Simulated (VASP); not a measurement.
Write the native input for VASP 6.6.1 that does the following.

| Item | Value |
| --- | --- |
| Task | single point |
| Functional | PBE |
| Potentials or basis | VASP PAW PBE potentials, release 64 (Zn, Se) |
| Cutoff | 520 eV |
| k mesh | 13 × 13 × 13 |
| Occupations | fermi-dirac, width 0.1 eV |
| Spin | no spin polarisation |
| Dipole correction | no |
| Further INCAR settings | ALGO = Normal; EDIFF = 1e-06; NBANDS = 16 |

The structure of ZnSe (rocksalt type) lies in POSCAR:

```
ZnSe
1.0
    0.0000000000      2.5718175843      2.5718175843
    2.5718175843      0.0000000000      2.5718175843
    2.5718175843      2.5718175843      0.0000000000
Zn Se
1 1
Direct
    0.0000000000      0.0000000000      0.0000000000
    0.5000000000      0.5000000000      0.5000000000
```

This cell differs from its parent crystal: volume scaled by 0.88.

These files were run (other wordings do the same):

INCAR

```
SYSTEM = ZnSe
PREC = Accurate
ENCUT = 520
EDIFF = 1E-6
ISMEAR = -1
SIGMA = 0.1
LREAL = .False.
LASPH = .True.
NELM = 80
ALGO = Normal
ISIF = 2
LWAVE = .False.
LCHARG = .True.
GGA = PE
LELF = .True.
LVHAR = .True.
NBANDS = 16
```

KPOINTS

```
Automatic mesh
0
Gamma
  13 13 13
  0 0 0
```

Potentials or basis: VASP PAW PBE potentials, release 64 (Zn, Se).

Run with:

```sh
$ cat potpaw_PBE.64/Zn/POTCAR potpaw_PBE.64/Se/POTCAR > POTCAR
$ mpirun -np 1 vasp_std > vasp.out
```

Results of the run:

The pressure is 12.5 GPa and the band gap on the k mesh is zero (band 9 reaches 4.45 eV, above the bottom of band 10 at 3.41 eV).

Run time: 26 s on 1 thread of Intel(R) Xeon(R) Platinum 8488C (Sapphire Rapids), on a shared host, peak memory 0.19 GiB.
